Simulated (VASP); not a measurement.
Set up this calculation in VASP 6.6.1, as the native input.

* Task: single point
* Functional: PBE
* Potentials or basis: VASP PAW PBE potentials, release 64 (Al, Si)
* Cutoff: 520 eV
* k mesh: 14 × 14 × 1
* Occupations: fermi-dirac, width 0.08 eV
* Spin: no spin polarisation
* Dipole correction: yes
* Further INCAR settings: ALGO = Normal; EDIFF = 1e-06; NBANDS = 16

The structure of Al4Si lies in POSCAR:

```
Al4Si
1.0
    2.8574853682      0.0000000000      0.0000000000
    0.0000000000      2.8574853682      0.0000000000
    0.0000000000      0.0000000000     24.0822000000
Al Si
4 1
Direct
    0.0000000000      0.0000000000      0.3291663618
    0.5000000000      0.5000000000      0.4144188660
    0.5000000000      0.5000000000      0.5855811344
    0.0000000000      0.0000000000      0.6708336395
    0.0000000000      0.0000000000      0.4999999984
```

These files were run (other wordings do the same):

INCAR

```
SYSTEM = Al4Si
PREC     = Accurate       ! precision mode
ENCUT    = 520            ! plane-wave cutoff, eV
EDIFF    = 1E-6           ! SCF threshold, eV
ISMEAR   = -1             ! smearing method
SIGMA    = 0.08           ! smearing width, eV
LREAL    = .False.        ! projectors in reciprocal space
LASPH    = .True.         ! aspherical terms in the spheres
NELM     = 60             ! most SCF steps
ALGO     = Normal         ! electronic algorithm
ISIF     = 2              ! what is computed and relaxed
LWAVE    = .False.        ! write WAVECAR
LCHARG   = .True.         ! write CHGCAR
LDIPOL   = .True.       
IDIPOL   = 3            
DIPOL    = 0.5 0.5 0.500
GGA      = PE             ! functional
LELF     = .True.         ! ELF
LVHAR    = .True.       
LVACPOTAV= .True.       
NBANDS   = 16             ! bands
```

KPOINTS

```
Automatic mesh
0
Gamma
  14 14 1
  0 0 0
```

Potentials or basis: VASP PAW PBE potentials, release 64 (Al, Si).

Command:

```bash
$ cat potpaw_PBE.64/Al/POTCAR potpaw_PBE.64/Si/POTCAR > POTCAR
$ mpirun -np 1 vasp_std > vasp.out
```

Results of the run:

| Quantity | Value |
| --- | --- |
| Largest force | 0.254 eV/Å |
| Band gap on the k mesh | zero (bands 8 and 9 overlap by 3.78 eV) |

Wall time 3.7 min on 1 thread of Intel Xeon 8259CL, with other jobs on the host, peak memory 0.35 GiB.
